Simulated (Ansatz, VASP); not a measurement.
**Two plane-wave programs on LiH**

```
Li H
1.0
     0.00000    2.10364    2.03250
     2.03250    0.00000    2.03250
     2.03250    2.10364    0.00000
Li H
1 1
Cartesian
  0.0000 0.0000 0.0000
  2.0325 2.1036 2.0325
```

Change from the starting cell: strain +0.0350 x Voigt [0, 1, 0, 0, 0, 0], atoms carried along.

Alike in both runs: task single point; functional LDA; k mesh 10 × 10 × 10; occupations gaussian, width 0.05 eV; no spin polarisation.

|  | VASP | Ansatz |
| --- | --- | --- |
| version | VASP 6.6.1 | Ansatz 0.2.0 |
| potentials or method | VASP PAW LDA potentials, release 64 (Li_sv, H), cutoff 520 eV | scalar-relativistic, plane waves, PAW |
| valence electrons in the cell | 4 | 4 |

```tsv
	VASP	Ansatz	Ansatz less VASP
gap on the k mesh at the Fermi level (eV)	2.30	2.31	+0.008
least direct gap on the mesh (eV)	2.57	2.58	+0.008
```

LDA's correlation is that of Perdew and Zunger in VASP and of Perdew and Wang (1992) in Ansatz.

Noted on VASP's run: the cutoff is short for stress, so the pressure is rough.
